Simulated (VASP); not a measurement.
Runs of VASP 6.6.1 on Re. The structure is that of space group P6_3/mmc (No. 194), or close to it. The cells are those of the table. 

```csv
task,level,potentials or basis,cell,cutoff (eV),gap on the mesh (eV),pressure (GPa)
single point,BLYP,"VASP PAW PBE potentials, release 64 (Re_sv_GW)","a = 2.761, b = 2.761, c = 4.458 Å, angles 90.0, 90.0, 120.0°, 2 atoms",560,none,19.7
single point,r2SCAN+D4,"VASP PAW PBE potentials, release 64 (Re)","a = 2.742, b = 2.742, c = 4.428 Å, angles 90.0, 90.0, 120.0°, 2 atoms",520,none,(a)
relaxation of cell and atoms,revPBE+D3(BJ),"VASP PAW PBE potentials, release 64 (Re)","relaxed from a = 2.761, b = 2.761, c = 4.458 Å, angles 90.0, 90.0, 120.0°, 2 atoms",600,none,0.0
single point,BLYP+D3(BJ),"VASP PAW PBE potentials, release 64 (Re_sv_GW)","a = 2.779, b = 2.779, c = 4.488 Å, angles 90.0, 90.0, 120.0°, 2 atoms",560,none,-5.5
```

Alike in all rows: no spin polarisation; smearing fermi-dirac 0.05 eV.

Task: Estimate the missing entries.

Result: (a) 5.9.

Caveats: the PAW data sets were made with another functional, which shifts forces and pressure a little; spin-orbit coupling is left out, which moves the levels of the heavy elements; the cell stands under pressure (at least some runs); the dispersion term is far too large for a dense solid, which distorts pressure and volume (at least some runs); the cell stands under tension (at least some runs).

A k mesh can miss the band edges, and the runs leave out spin-orbit coupling on Re.

A gap of «none» marks levels without a gap at the run's occupations.

The runs don't all hold the same shells in valence.
